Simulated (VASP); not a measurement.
# Mo (Pm-3m) in VASP: notebook, part 2 of 2

VASP 6.6.1.

### Step 5. Relaxation of cell and atoms, PBE, target pressure -1.3 GPa, at which the enthalpy is minimised

INCAR reads:

```
SYSTEM = Mo
PREC     = Accurate       ! precision mode
ENCUT    = 600            ! plane-wave cutoff, eV
EDIFF    = 1E-7           ! SCF threshold, eV
ISMEAR   = -1             ! smearing method
SIGMA    = 0.08           ! smearing width, eV
LREAL    = .False.        ! projectors in reciprocal space
LASPH    = .True.         ! aspherical terms in the spheres
NELM     = 60             ! most SCF steps
ALGO     = Normal         ! electronic algorithm
ISIF     = 3              ! what is computed and relaxed
LWAVE    = .False.        ! write WAVECAR
LCHARG   = .False.        ! write CHGCAR
GGA      = PE             ! functional
IBRION   = 2              ! ionic algorithm
NSW      = 32             ! ionic steps
EDIFFG   = -0.005         ! ionic threshold
PSTRESS  = -13.0
```

KPOINTS reads:

```
regular mesh
0
Gamma
  15 15 15
  0 0 0
```

POSCAR reads:

```
Mo
1.0
    2.6070541448      0.0000000000      0.0000000000
    0.0000000000      2.6070541448      0.0000000000
    0.0000000000      0.0000000000      2.6070541448
Mo
1
Direct
    0.0000000000      0.0000000000      0.0000000000
```

Potentials or basis: VASP PAW PBE potentials, release 64 (Mo_sv).

Command:

```console
$ cat potpaw_PBE.64/Mo_sv/POTCAR > POTCAR
$ mpirun -np 1 vasp_std > vasp.out
```

OUTCAR:

```text
SYSTEM = Mo
   PREC = Accurate
   ENCUT = 600
   EDIFF = 1E-7
   ISMEAR = -1
   LREAL = .False.
   LASPH = .True.
   NELM = 60
   ISIF = 3
   GGA = PE
   IBRION = 2
   NSW = 32
   EDIFFG = -0.005
   PSTRESS = -13.0

 ion  position               nearest neighbor table
   1  0.000  0.000  0.000-

  LATTYP: Found a simple cubic cell.
 ALAT       =     2.6070541448

  Lattice vectors:

 A1 = (   2.6070541448,   0.0000000000,   0.0000000000)
 A2 = (   0.0000000000,   2.6070541448,   0.0000000000)
 A3 = (   0.0000000000,   0.0000000000,   2.6070541448)

Analysis of symmetry for initial positions (statically):
=====================================================================
 Subroutine PRICEL returns:
 Original cell was already a primitive cell.

 Routine SETGRP: Setting up the symmetry group for a
 simple cubic supercell.

 Subroutine GETGRP returns: Found 48 space group operations
 (whereof 48 operations were pure point group operations)
 out of a pool of 48 trial point group operations.

The static configuration has the point symmetry O_h .

Analysis of symmetry for dynamics (positions and initial velocities):
=====================================================================
 Subroutine PRICEL returns:
 Original cell was already a primitive cell.

 Routine SETGRP: Setting up the symmetry group for a
 simple cubic supercell.

 Subroutine GETGRP returns: Found 48 space group operations
 (whereof 48 operations were pure point group operations)
 out of a pool of 48 trial point group operations.

The dynamic configuration has the point symmetry O_h .

 Subroutine INISYM returns: Found 48 space group operations
 (whereof 48 operations are pure point group operations),
 and found     1 'primitive' translations

[... 124 lines left out ...]
 non-spin polarized calculation
  energy-cutoff  :      600.00
  volume of cell :       17.72
 maximum number of plane-waves:       619
 NGX is ok and might be reduce to    24
   NGX = 11   NGY = 11   NGZ = 11

--------------------------------------- Ionic step        1  -------------------------------------------

 number of electron      13.9999999 magnetization

 Free energy of the ion-electron system (eV)
  ---------------------------------------------------
  ext. energy  EPLUGINS =         0.00000000
  ---------------------------------------------------
  free energy    TOTEN  =        -9.78587370 eV

  energy without entropy =       -9.75628890  energy(sigma->0) =       -9.77108130

------------------------ aborting loop because EDIFF is reached ----------------------------------------

  FORCE on cell =-STRESS in cart. coord.  units (eV):
  Direction    XX          YY          ZZ          XY          YZ          ZX
  --------------------------------------------------------------------------------------
  -------------------------------------------------------------------------------------
  Total       -0.1027473     -0.1027473     -0.1027473      0.0000000      0.0000000     -0.0000000
  in kB       -9.2903276     -9.2903276     -9.2903276      0.0000000      0.0000000     -0.0000000
  external PRESSURE =       3.7096724 kB  Pullay stress =     -13.0000000 kB
[... 61 lines left out ...]
--------------------------------------- Ionic step        3  -------------------------------------------

 number of electron      13.9999999 magnetization

 Free energy of the ion-electron system (eV)
  ---------------------------------------------------
  ext. energy  EPLUGINS =         0.00000000
  ---------------------------------------------------
  free energy    TOTEN  =        -9.78562524 eV

  energy without entropy =       -9.75595989  energy(sigma->0) =       -9.77079256

 E-fermi :  10.5157     XC(G=0): -12.5386

 val. band max:       10.5034811186   @ k =   0.4000   0.2667   0.1333
 cond. band min:      10.5405998628   @ k =   0.4667   0.2667   0.1333
 fundamental gap:      0.0371187443
 Fermi energy:        10.5156707820

 k-point     1 :       0.0000    0.0000    0.0000
  band No.  band energies     occupation
      1     -50.5437      2.00000
      2     -23.8419      2.00000
      3     -23.8419      2.00000
      4     -23.8419      2.00000
      5       4.1034      2.00000
      6       6.4425      2.00000
      7       6.4425      2.00000
      8      14.3279      0.00000
      9      14.3279      0.00000
     10      14.3279      0.00000
     11      25.9429      0.00000
[... 309 lines left out ...]
 k-point    24 :       0.3333    0.2000    0.0000
  band No.  band energies     occupation
      1     -50.3384      2.00000
      2     -24.8709      2.00000
      3     -24.2409      2.00000
      4     -23.6995      2.00000
      5       6.8483      2.00000
      6       7.8625      2.00000
      7       9.4259      2.00000
      8      12.0019      0.00000
      9      12.0689      0.00000
     10      13.3969      0.00000
     11      20.7818      0.00000

 [... further k-points ...]

------------------------ aborting loop because EDIFF is reached ----------------------------------------

  FORCE on cell =-STRESS in cart. coord.  units (eV):
  Direction    XX          YY          ZZ          XY          YZ          ZX
  --------------------------------------------------------------------------------------
  -------------------------------------------------------------------------------------
  Total       -0.1434710     -0.1434710     -0.1434710      0.0000000     -0.0000000      0.0000000
  in kB      -12.9464787    -12.9464787    -12.9464787      0.0000000     -0.0000000      0.0000000
  external PRESSURE =       0.0535213 kB  Pullay stress =     -13.0000000 kB
[... 20 lines left out ...]
  energy  without entropy=       -9.7559598892  energy(sigma->0) =       -9.77079256

  enthalpy is  TOTEN    =        -9.9296893858 eV   P V=       -0.1440641453

 reached required accuracy - stopping structural energy minimisation
```

Run time: 98 s. Hardware: 1 thread of AMD EPYC 7R13, shared host; peak memory 0.13 GiB.

What came out:

| Item | Value |
| --- | --- |
| Free energy | -9.7856 eV |
| Relaxed volume | 17.76 Å³/atom |
| Relaxed cell | a = 2.609 Å, b = 2.609 Å, c = 2.609 Å, α = 90.00°, β = 90.00°, γ = 90.00° |
| Space group after relaxing (to 0.05 Å) | Pm-3m (No. 221) |
| Energy change on relaxing (the enthalpy is what falls) | +0.2 meV/atom |
| Ionic steps | 3 |
| Pressure after relaxing | -1.3 GPa |
| Band gap on the k mesh | zero (band 7 reaches 11.93 eV, above the bottom of band 8 at 9.54 eV) |

The path:
| step | energy change (eV) | largest force (eV/Å) | pressure (GPa) | volume (Å³) |
| --- | --- | --- | --- | --- |
| 1 | 0.0000 | 0.0000 | -0.93 | 17.72 |
| 2 | 0.0010 | 0.0000 | -2.00 | 17.82 |
| 3 | 0.0002 | 0.0000 | -1.29 | 17.76 |

Final structure:
```
Mo
1.0
     2.60880    0.00000    0.00000
     0.00000    2.60880    0.00000
     0.00000    0.00000    2.60880
Mo
1
Direct
  0.00000 0.00000 0.00000
```

Caveat: the cell is relaxed towards a set pressure, so the enthalpy falls and the energy may rise.

### Step 6. Overview

```csv
task,cell,cutoff (eV),gap on the mesh (eV),pressure (GPa)
single point,"a = 2.607 Å, 1 atom",520,none,-0.9
relaxation of cell and atoms,"relaxed to -1.3 GPa from a = 2.579 Å, 1 atom",600,none,-1.3
relaxation of cell and atoms,"relaxed to -1.3 GPa from a = 2.607 Å, 1 atom",600,none,-1.3
```

Alike in all rows: level PBE; potentials or basis VASP PAW PBE potentials, release 64 (Mo_sv); no spin polarisation; k mesh 15 × 15 × 15; smearing fermi-dirac 0.08 eV.

Caveats: the cell is relaxed towards a set pressure, so the enthalpy falls and the energy may rise (some runs).

Total energies depend on the potentials used, so only differences within one code and one set of settings carry meaning.
